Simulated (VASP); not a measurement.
Runs of VASP 6.6.1 on Li2Se. The structure is that of space group Fm-3m (No. 225), or close to it. The cells are those of the table. 

```tsv
task	level	potentials or basis	cell	k mesh	cutoff (eV)	smearing	gap on the mesh (eV)	pressure (GPa)	relaxed volume (Å³/atom)
relaxation of cell and atoms	PBE	VASP PAW PBE potentials, release 64 (Li_sv, Se)	relaxed from a = 4.209 Å, angles 60.0°, 3 atoms	6 × 6 × 6	750	fermi-dirac 0.02 eV	2.97	0.0	(c)
single point	PBE	VASP PAW PBE potentials, release 64 (Li_sv, Se)	a = 4.247 Å, angles 60.0°, 3 atoms	6 × 6 × 6	750	fermi-dirac 0.02 eV	2.98	-0.1	-
relaxation of cell and atoms	LDA	VASP PAW LDA potentials, release 64 (Li_sv, Se)	relaxed from a = 4.247 Å, angles 60.0°, 3 atoms	6 × 6 × 6	750	fermi-dirac 0.02 eV	2.74	0.0	(a)
single point	r2SCAN	VASP PAW PBE potentials, release 64 (Li_sv, Se)	a = 4.233 Å, angles 60.0°, 3 atoms	8 × 8 × 8	830	gaussian 0.01 eV	3.46	-0.2	-
single point	LDA	VASP PAW LDA potentials, release 64 (Li_sv, Se)	a = 4.233 Å, angles 60.0°, 3 atoms	8 × 8 × 8	750	gaussian 0.01 eV	2.80	-2.4	-
relaxation of cell and atoms	r2SCAN	VASP PAW PBE potentials, release 64 (Li_sv, Se)	relaxed from a = 4.247 Å, angles 60.0°, 3 atoms	6 × 6 × 6	830	fermi-dirac 0.02 eV	3.45	0.0	(b)
single point	PBE	VASP PAW PBE potentials, release 64 (Li_sv, Se)	a = 4.233 Å, angles 60.0°, 3 atoms	8 × 8 × 8	750	fermi-dirac 0.02 eV	2.97	0.3	-
single point	r2SCAN	VASP PAW PBE potentials, release 64 (Li_sv, Se)	a = 4.233 Å, angles 60.0°, 3 atoms	6 × 6 × 6	830	fermi-dirac 0.02 eV	3.46	-0.2	-
```

Alike in all rows: no spin polarisation.

Question: Fill in the values left out.

Answer: (a) 16.68; (b) 17.81; (c) 18.02.

Caveats: the PAW data sets were made with another functional, which shifts forces and pressure a little (at least some runs).

A k mesh can miss the band edges, and the runs leave out spin-orbit coupling on Se.
